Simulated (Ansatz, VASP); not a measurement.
## CuI in VASP and in Ansatz

```
Cu I
1.0
     0.00000    3.01203    3.01203
     3.01203    0.00000    3.01203
     3.01203    3.01203    0.00000
Cu I
1 1
Direct
  0.00000 0.00000 0.00000
  0.25000 0.25000 0.25000
```

Alike in both runs: task single point; functional LDA; k mesh 8 × 8 × 8; no spin polarisation.

|  | VASP | Ansatz |
| --- | --- | --- |
| version | VASP 6.6.1 | Ansatz 0.2.0 |
| potentials or method | VASP PAW LDA potentials, release 64 (Cu, I) | plane waves, PAW |
| plane-wave cutoff (eV) | 520 | 420 |
| occupations | gaussian, width 0.01 eV | fixed |
| valence electrons in the cell | 18 | 36 |

Ansatz gave:

| Property | Result |
| --- | --- |
| gap on the k mesh at the Fermi level (eV) | 0.99 |
| pressure (GPa) | -3.8 |

Problem. What did VASP give for the same quantities?

Solution. gap on the k mesh at the Fermi level (eV): 1.05; pressure (GPa): -3.6.

LDA's correlation is that of Perdew and Zunger in VASP and of Perdew and Wang (1992) in Ansatz. VASP's potentials hold 18 valence electrons a cell and Ansatz's 36, so a difference there can come from the potentials and not from the codes.

Spin-orbit coupling is off throughout.
